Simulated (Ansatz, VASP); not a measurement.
**AgCl in VASP and in Ansatz**

```
CELL_PARAMETERS angstrom
1.84562 -5.48150 0.00000
1.84562 5.48150 0.00000
0.00000 0.00000 3.87100
ATOMIC_POSITIONS crystal
Ag 0.39656 0.60344 0.75000
Ag 0.60344 0.39656 0.25000
Cl 0.86545 0.13455 0.25000
Cl 0.13455 0.86545 0.75000
```

Change from the starting cell: volume scaled by 0.96.

Alike in both runs: task single point; functional PBE; k mesh 9 × 9 × 8; occupations fermi-dirac, width 0.03 eV; no spin polarisation.

|  | VASP | Ansatz |
| --- | --- | --- |
| version | VASP 6.6.1 | Ansatz 0.2.0 |
| potentials or method | VASP PAW PBE potentials, release 64 (Ag, Cl), cutoff 520 eV | all-electron LAPW, scalar-relativistic |

|  | VASP | Ansatz | Ansatz less VASP |
| --- | --- | --- | --- |
| pressure (GPa) | 4.0 | 4.2 | +0.17 |
| traceless stress, the component that is largest in VASP (GPa) | -0.44 | -0.49 | -0.051 |
| rms of the force components (eV/Å) | 0.015 | 0.018 | +0.0021 |

Atom by atom the forces differ by 0.002 eV/Å (rms over components). Ansatz ran all-electron here, and VASP with PAW potentials.
